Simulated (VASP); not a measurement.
Crystal: TiCo.

```xyz
2
Lattice="2.9661 0.0000 0.0000 0.0000 2.9661 0.0000 0.0000 0.0000 2.9661" Properties=species:S:1:pos:R:3 pbc="T T T"
Co    1.4830    1.4830    1.4830
Ti    0.0000    0.0000    0.0000
```

Base run:

* Program: VASP 6.6.1
* Functional: PBE
* Potentials or basis: VASP PAW PBE potentials, release 64 (Co, Ti_sv)
* Cutoff: 520 eV
* k mesh: 9 × 9 × 9
* Occupations: fermi-dirac, width 0.05 eV
* Spin: collinear spin, ferromagnetic start
* Starting moments: [2.0, 1.0] μB

Its results: pressure 2.2 GPa; net moment 0.75 μB per cell; site moments Co +0.82; Ti -0.02 μB.

The run is repeated on the same cell with these changes: functional from PBE to PBEsol. What comes out?

Pressure -5.5 GPa; net moment 0.63 μB per cell; site moments Co +0.69; Ti -0.03 μB.

PBEsol binds more tightly than PBE, so the same cell stands under less pressure.

Caveats: the PAW data sets were made with another functional, which shifts forces and pressure a little (some runs).
